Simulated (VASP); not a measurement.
Here is a VASP 6.6.1 calculation.

Contents of INCAR:

```
ALGO = Normal
EDIFF = 1E-8
ENCUT = 520
GGA = PS
ISIF = 2
ISMEAR = -1
LASPH = T
LCHARG = F
LEFG = T
LREAL = F
LWAVE = F
NBANDS = 12
NELM = 60
PREC = Accurate
SIGMA = 0.08
```

KPOINTS

```
k-points
0
Gamma
  17 17 17
```

The input POSCAR:

```
Ta
1.0
   -1.6512800000      1.6512800000      1.6843056000
    1.6512800000     -1.6512800000      1.6843056000
    1.6512800000      1.6512800000     -1.6843056000
Ta
1
Direct
    0.0000000000      0.0000000000      0.0000000000
```

Potentials or basis: VASP PAW PBE potentials, release 64 (Ta_pv).

Run with:

```bash
$ cat potpaw_PBE.64/Ta_pv/POTCAR > POTCAR
$ mpirun -np 1 vasp_std > vasp.out
```

Q: Predict the pressure.

A: -7.3 GPa.

Electric field gradients, principal values (V/Å²):
| atom | least | middle | greatest (by size) |
| --- | --- | --- | --- |
| 1 Ta | -6.674 | -6.674 | 13.348 |

Caveat: the cell differs from its parent crystal (zz strain of +2 %); without QUAD_EFG the Cq values of the log hold for a quadrupole moment of 1 mb, not for the nuclei; the PAW data sets were made with another functional, which shifts forces and pressure a little.
